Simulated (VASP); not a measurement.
# SmZn3I2 (Pmm2) in VASP: relaxation of cell and atoms with PBE

Aim: the relaxation of cell and atoms of SmZn3I2 with PBE.

All numbers are computed with VASP 6.6.1; they aren't measurements. Logs are shortened: lines on timing, memory, paths and dates and some standing lists are left out, and cuts for length are marked.

## 1. The cell of the first run

The structure is orthorhombic, space group Pmm2 (No. 25). Conventional cell: a = 4.410 Å, b = 4.538 Å, c = 9.068 Å, α = 90.00°, β = 90.00°, γ = 90.00°. Within 4.0 Å of Sm (site symmetry mm2) lie 3 Zn at 3.04 to 3.15 Å and 6 I at 3.21 to 3.39 Å. Within 3.4 Å of Zn (site symmetry mm2) lie 3 Zn at 2.55 Å. Within 3.4 Å of Zn (site symmetry mm2) lie 1 Zn at 2.55 Å and 2 Sm at 3.04 Å and 4 I at 3.17 Å. Within 3.4 Å of Zn (site symmetry mm2) lie 2 Zn at 2.55 Å and 1 Sm at 3.15 Å. I (site symmetry mm2) has 10 Zn at 3.17 to 4.29 Å and 2 Sm at 3.21 Å and 6 I at 4.12 to 4.54 Å within 4.6 Å. Within 4.6 Å of I (site symmetry mm2) lie 4 Sm at 3.39 Å and 8 Zn at 3.71 to 4.00 Å and 6 I at 4.12 to 4.54 Å.

The cell was generated, and may not be a known phase.

## 2. Relaxation of cell and atoms, PBE

The input, INCAR:

```
PREC = Accurate
ENCUT = 500
EDIFF = 1E-7
ISMEAR = 0
SIGMA = 0.1
LREAL = F
LASPH = T
NELM = 200
ALGO = Normal
ISIF = 3
LWAVE = F
LCHARG = F
GGA = PE
IBRION = 2
NSW = 100
EDIFFG = -0.01
GGA_COMPAT = F
NELMIN = 4
LMAXMIX = 6
```

The input, KPOINTS:

```
regular mesh
0
Gamma
  8 8 4
```

The input, POSCAR:

```
SmZn3I2
1.0
    4.4102806408      0.0000000000      0.0000000000
    0.0000000000      4.5380754138      0.0000000000
    0.0000000000      0.0000000000      9.0680717167
Sm Zn I
1 3 2
Direct
    0.0000000000      0.5000000000      0.6646528816
    0.5000000000      0.5000000000      0.1760809606
    0.5000000000      0.5000000000      0.8948683359
    0.0000000000      0.5000000000      0.3171839667
    0.0000000000      0.0000000000      0.9157133473
    0.5000000000      0.0000000000      0.5315004979
```

Potentials or basis: VASP PAW PBE potentials, release 64 (Sm_3, Zn, I), 4f in core.

The run is started by

```console
cat potpaw_PBE.64/Sm_3/POTCAR potpaw_PBE.64/Zn/POTCAR potpaw_PBE.64/I/POTCAR > POTCAR
mpirun -np 1 vasp_std > vasp.out
```

OUTCAR:

```text
PREC = Accurate
   ENCUT = 500
   EDIFF = 1E-7
   ISMEAR = 0
   LREAL = F
   LASPH = T
   NELM = 200
   ISIF = 3
   GGA = PE
   IBRION = 2
   NSW = 100
   EDIFFG = -0.01
   NELMIN = 4

 ion  position               nearest neighbor table
   1  0.000  0.500  0.665-   3 3.04   3 3.04   4 3.15   5 3.21   5 3.21   6 3.39   6 3.39   6 3.39
                             6 3.39
   2  0.500  0.500  0.176-   4 2.55   4 2.55   3 2.55
   3  0.500  0.500  0.895-   2 2.55   1 3.04   1 3.04   5 3.17   5 3.17   5 3.17   5 3.17
   4  0.000  0.500  0.317-   2 2.55   2 2.55   1 3.15
   5  0.000  0.000  0.916-   3 3.17   3 3.17   3 3.17   3 3.17   1 3.21   1 3.21
   6  0.500  0.000  0.532-   1 3.39   1 3.39   1 3.39   1 3.39

  LATTYP: Found a simple orthorhombic cell.
 ALAT       =     4.4102806408
 B/A-ratio  =     1.0289765626
 C/A-ratio  =     2.0561212438

  Lattice vectors:

 A1 = (   4.4102806408,   0.0000000000,   0.0000000000)
 A2 = (   0.0000000000,   4.5380754138,   0.0000000000)
 A3 = (   0.0000000000,   0.0000000000,   9.0680717167)

Analysis of symmetry for initial positions (statically):
=====================================================================
 Subroutine PRICEL returns:
 Original cell was already a primitive cell.

 Routine SETGRP: Setting up the symmetry group for a
 simple orthorhombic supercell.

 Subroutine GETGRP returns: Found  4 space group operations
 (whereof  4 operations were pure point group operations)
 out of a pool of  8 trial point group operations.

The static configuration has the point symmetry C_2v.

Analysis of symmetry for dynamics (positions and initial velocities):
=====================================================================
 Subroutine PRICEL returns:
 Original cell was already a primitive cell.

 Routine SETGRP: Setting up the symmetry group for a
 simple orthorhombic supercell.

 Subroutine GETGRP returns: Found  4 space group operations
 (whereof  4 operations were pure point group operations)
 out of a pool of  8 trial point group operations.

The dynamic configuration has the point symmetry C_2v.

 Subroutine INISYM returns: Found  4 space group operations
 (whereof  4 operations are pure point group operations),
 and found     1 'primitive' translations

----------------------------------------------------------------------------------------

                                     Primitive cell

  volume of cell :     181.4901

  direct lattice vectors                    reciprocal lattice vectors
     4.410280641  0.000000000  0.000000000     0.226742940  0.000000000  0.000000000
     0.000000000  4.538075414  0.000000000     0.000000000  0.220357731  0.000000000
     0.000000000  0.000000000  9.068071717     0.000000000  0.000000000  0.110277028

  length of vectors
     4.410280641  4.538075414  9.068071717     0.226742940  0.220357731  0.110277028

  position of ions in fractional coordinates (direct lattice)
     0.000000000  0.500000000  0.664652882
     0.500000000  0.500000000  0.176080961
     0.500000000  0.500000000  0.894868336
     0.000000000  0.500000000  0.317183967
     0.000000000  0.000000000  0.915713347
     0.500000000  0.000000000  0.531500498

  ion indices of the primitive-cell ions
   primitive index   ion index
                 1           1
                 2           2
                 3           3
                 4           4
                 5           5
                 6           6

----------------------------------------------------------------------------------------

 KPOINTS: regular mesh

Automatic generation of k-mesh.
 Grid dimensions read from file:
 generate k-points for:    8    8    4

 Generating k-lattice:

  Cartesian coordinates                     Fractional coordinates (reciprocal lattice)
     0.028342868  0.000000000  0.000000000     0.125000000  0.000000000  0.000000000
     0.000000000  0.027544716  0.000000000     0.000000000  0.125000000  0.000000000
     0.000000000  0.000000000  0.027569257     0.000000000  0.000000000  0.250000000

  Length of vectors
     0.028342868  0.027544716  0.027569257

  Shift w.r.t. Gamma in fractional coordinates (k-lattice)
     0.000000000  0.000000000  0.000000000

 Subroutine IBZKPT returns following result:
 ===========================================

 Found     75 irreducible k-points:

 Following reciprocal coordinates:
            Coordinates               Weight
  0.000000  0.000000  0.000000      1.000000
  0.125000  0.000000  0.000000      2.000000
  0.250000  0.000000  0.000000      2.000000
  0.375000  0.000000  0.000000      2.000000
  0.500000  0.000000  0.000000      1.000000
  0.000000  0.125000  0.000000      2.000000
[... 16 lines left out ...]
  0.250000  0.500000  0.000000      2.000000
  0.375000  0.500000  0.000000      2.000000
 [... further k-points ...]
   k-points           NKPTS =     75   k-points in BZ     NKDIM =     75   number of bands    NBANDS=     36
   number of dos      NEDOS =    301   number of ions     NIONS =      6
   total plane-waves  NPLWV =  80640
   dimension x,y,z NGX =    32 NGY =   36 NGZ =   70
   dimension x,y,z NGXF=    64 NGYF=   72 NGZF=  140
   ions per type =               1   3   2
   NGX,Y,Z   is equivalent  to a cutoff of  12.06, 13.19, 12.83 a.u.
   NGXF,Y,Z  is equivalent  to a cutoff of  24.12, 26.38, 25.67 a.u.
 SYSTEM =  unknown system
   PREC   = accura    normal or accurate (medium, high low for compatibility)
   ISTART =      0    job   : 0-new  1-cont  2-samecut
   ICHARG =      2    charge: 1-file 2-atom 10-const
   ISPIN  =      1    spin polarized calculation?
   LNONCOLLINEAR =      F non collinear calculations
   LSORBIT =      F    spin-orbit coupling
   LASPH  =      T    aspherical Exc in radial PAW
   ENCUT  =  500.0 eV  36.75 Ry    6.06 a.u.   8.04  8.27 16.53*2*pi/ulx,y,z
   NELM   =    200;   NELMIN=  4; NELMDL= -5     # of ELM steps
   EDIFF  = 0.1E-06   stopping-criterion for ELM
   LREAL  =      F    real-space projection
   EDIFFG = -.1E-01   stopping-criterion for IOM
   NSW    =    100    number of steps for IOM
   IBRION =      2    ionic relax: 0-MD 1-quasi-New 2-CG
   NFREE  =      1    steps in history (QN), initial steepest desc. (CG)
   ISIF   =      3    stress and relaxation
   ISYM   =      2    0-nonsym 1-usesym 2-fastsym
   POTIM  = 0.5000    time-step for ionic-motion
   TEBEG  =    0.0;   TEEND  =   0.0 temperature during run
   PSTRESS=    0.0 pullay stress
   NELECT =      61.0000    total number of electrons
   NUPDOWN=      -1.0000    fix difference up-down
   EMIN   =  10.00;   EMAX   =-10.00  energy-range for DOS
   EFERMI =   0.00;   METHOD = LEGACY
   ISMEAR =     0;   SIGMA  =   0.10  broadening in eV -4-tet -1-fermi 0-gaus
   EFERMI_NEDOS =   21; number of points for ismear=-14 and -15
   IALGO  =     38    algorithm
   IMIX   =      4    mixing-type and parameters
     AMIX     =   0.40;   BMIX     =  1.00
     AMIX_MAG =   1.60;   BMIX_MAG =  1.00
  volume/ion in A,a.u.               =      30.25       204.13
  Fermi-wavevector in a.u.,A,eV,Ry     =   1.138240  2.150962 17.627574  1.295590
  Thomas-Fermi vector in A             =   2.274944
   LORBIT       =      0    0 simple, 1 ext, 2 COOP (PROOUT), +10 PAW based schemes
   GGA     = PE    functional components
   LHFCALC =     F    Hartree Fock is set to
   AEXX    =    0.0000 exact exchange contribution
   IVDW    =     0    specifies the selected vdW correction
   LEPSILON=     F    determine dielectric tensor
   LRPA    =     F    only Hartree local field effects (RPA)
 conjugate gradient relaxation of ions
 non-spin polarized calculation
 Gauss-broadening in eV      SIGMA  =   0.10
  energy-cutoff  :      500.00
  volume of cell :      181.49
 maximum number of plane-waves:      4642
   NGX = 17   NGY = 17   NGZ = 33

--------------------------------------- Ionic step        1  -------------------------------------------

 number of electron      60.9999987 magnetization

 Free energy of the ion-electron system (eV)
  ---------------------------------------------------
  ext. energy  EPLUGINS =         0.00000000
  ---------------------------------------------------
  free energy    TOTEN  =       -12.57501872 eV

  energy without entropy =      -12.55318497  energy(sigma->0) =      -12.56410185

------------------------ aborting loop because EDIFF is reached ----------------------------------------

  FORCE on cell =-STRESS in cart. coord.  units (eV):
  Direction    XX          YY          ZZ          XY          YZ          ZX
  --------------------------------------------------------------------------------------
  -------------------------------------------------------------------------------------
  Total       -0.3405151      0.5826807      0.1569847      0.0000000      0.0000000      0.0000000
  in kB       -3.0060356      5.1438503      1.3858458      0.0000000      0.0000000      0.0000000
  external PRESSURE =       1.1745535 kB  Pullay stress =       0.0000000 kB
[... 101 lines left out ...]
  FREE ENERGIE OF THE ION-ELECTRON SYSTEM (eV)
  ---------------------------------------------------
  free  energy   TOTEN  =       -12.5858156716 eV

  energy  without entropy=      -12.5642524189  energy(sigma->0) =      -12.57503405

[... ionic steps 4 to 24 ...]

--------------------------------------- Ionic step       25  -------------------------------------------

 number of electron      60.9999949 magnetization

------------------------ aborting loop because EDIFF is reached ----------------------------------------

  FORCE on cell =-STRESS in cart. coord.  units (eV):
  Direction    XX          YY          ZZ          XY          YZ          ZX
  --------------------------------------------------------------------------------------
  -------------------------------------------------------------------------------------
  Total        0.0031212      0.0007673      0.0124287      0.0000000      0.0000000      0.0000000
  in kB        0.0269951      0.0066364      0.1074951      0.0000000      0.0000000      0.0000000
  external PRESSURE =       0.0470422 kB  Pullay stress =       0.0000000 kB
[... 65 lines left out ...]
  energy  without entropy=      -12.5740996411  energy(sigma->0) =      -12.58800104

--------------------------------------- Ionic step       27  -------------------------------------------

 number of electron      60.9999953 magnetization

 Free energy of the ion-electron system (eV)
  ---------------------------------------------------
  ext. energy  EPLUGINS =         0.00000000
  ---------------------------------------------------
  free energy    TOTEN  =       -12.60192531 eV

  energy without entropy =      -12.57408852  energy(sigma->0) =      -12.58800692

 E-fermi :   3.3966     XC(G=0):  -8.8257

 val. band max:        3.3934761930   @ k =   0.5000   0.3750   0.2500
 cond. band min:       3.3974160002   @ k =   0.1250   0.0000   0.0000
 fundamental gap:      0.0039398073
 Fermi energy:         3.3966304956

 k-point     1 :       0.0000    0.0000    0.0000
  band No.  band energies     occupation
      1     -38.9196      2.00000
      2     -18.3883      2.00000
      3     -18.2997      2.00000
      4     -18.2128      2.00000
      5     -10.9884      2.00000
      6     -10.5561      2.00000
[... 925 lines left out ...]
     35       5.2232      0.00000
     36       6.0525      0.00000

 [... further k-points ...]

------------------------ aborting loop because EDIFF is reached ----------------------------------------

  FORCE on cell =-STRESS in cart. coord.  units (eV):
  Direction    XX          YY          ZZ          XY          YZ          ZX
  --------------------------------------------------------------------------------------
  -------------------------------------------------------------------------------------
  Total       -0.0334129      0.0052709     -0.0037805      0.0000000      0.0000000      0.0000000
  in kB       -0.2886696      0.0455379     -0.0326614      0.0000000      0.0000000      0.0000000
  external PRESSURE =      -0.0919310 kB  Pullay stress =       0.0000000 kB
[... 21 lines left out ...]
  FREE ENERGIE OF THE ION-ELECTRON SYSTEM (eV)
  ---------------------------------------------------
  free  energy   TOTEN  =       -12.6019253146 eV

  energy  without entropy=      -12.5740885247  energy(sigma->0) =      -12.58800692

 reached required accuracy - stopping structural energy minimisation
```

It took 1.7 h on 1 thread of Intel Xeon Platinum 8488C (Sapphire Rapids), shared host; peak memory 0.66 GiB.

Results:

```yaml
Free_energy: -12.6019 eV
Relaxed_volume: 30.91 Å³/atom
Relaxed_cell: a = 4.202 Å, b = 4.684 Å, c = 9.422 Å, α = 90.00°, β = 90.00°, γ = 90.00°
Space_group_after_relaxing_to_0.1_Å: Pmm2 (No. 25)
Energy_gained_by_relaxing: 4.5 meV/atom
Ionic_steps: 27
Pressure_after_relaxing: 0.0 GPa
Largest_force_after_relaxing: 0.006 eV/Å
Band_gap_on_the_k_mesh: zero (an odd number of electrons rules out a gap without spin polarisation)
```

Forces in eV/Å, atoms in the order of the input:
```
Sm   0.000  0.000  0.003
Zn   0.000  0.000  0.001
Zn   0.000  0.000  0.000
Zn   0.000  0.000 -0.006
I    0.000  0.000  0.000
I    0.000  0.000  0.002
```

Step by step:
```csv
step,energy change (eV),largest force (eV/Å),pressure (GPa),volume (Å³)
1,0.0000,0.0572,0.12,181.49
2,-0.0038,0.0742,0.05,182.07
3,-0.0108,0.1202,-0.14,183.79
4,-0.0038,0.1938,-0.46,187.12
5,-0.0117,0.1399,-0.22,184.60
6,-0.0148,0.1014,-0.03,183.87
7,-0.0155,0.0866,0.07,183.44
8,-0.0155,0.0857,0.10,183.34
9,-0.0171,0.0684,0.07,183.73
10,-0.0194,0.0573,-0.02,184.76
11,-0.0196,0.0774,-0.04,185.11
12,-0.0210,0.0589,-0.06,185.26
13,-0.0234,0.0302,-0.07,185.70
14,-0.0237,0.0593,-0.08,185.87
15,-0.0244,0.0586,0.00,185.32
16,-0.0248,0.0571,0.09,184.75
17,-0.0256,0.0429,0.04,184.97
18,-0.0259,0.0790,-0.09,185.57
19,-0.0261,0.0550,-0.05,185.35
20,-0.0265,0.0344,-0.01,185.10
21,-0.0266,0.0252,0.03,184.90
22,-0.0268,0.0186,0.00,185.16
23,-0.0268,0.0212,-0.03,185.43
24,-0.0268,0.0200,-0.01,185.30
25,-0.0269,0.0119,0.00,185.25
26,-0.0269,0.0131,0.02,185.22
27,-0.0269,0.0063,-0.01,185.45
```

Final structure:
```cif
data_structure
_symmetry_space_group_name_H-M 'P 1'
_symmetry_Int_Tables_number 1
_cell_length_a 4.2021
_cell_length_b 4.6841
_cell_length_c 9.4219
_cell_angle_alpha 90.000
_cell_angle_beta 90.000
_cell_angle_gamma 90.000
_cell_volume 185.45
loop_
_atom_site_label
_atom_site_type_symbol
_atom_site_fract_x
_atom_site_fract_y
_atom_site_fract_z
_atom_site_occupancy
Sm1 Sm 0.00000 0.50000 0.66653 1
Zn1 Zn 0.50000 0.50000 0.16694 1
Zn2 Zn 0.50000 0.50000 0.89845 1
Zn3 Zn 0.00000 0.50000 0.33288 1
I1 I 0.00000 0.00000 0.90234 1
I2 I 0.50000 0.00000 0.53286 1
```

Caveat: spin-orbit coupling is left out, which moves the levels of the heavy elements; the 4f electrons are frozen in the core, so they carry no moment and show no levels; the run has no spin polarisation, though such a crystal can be magnetic.
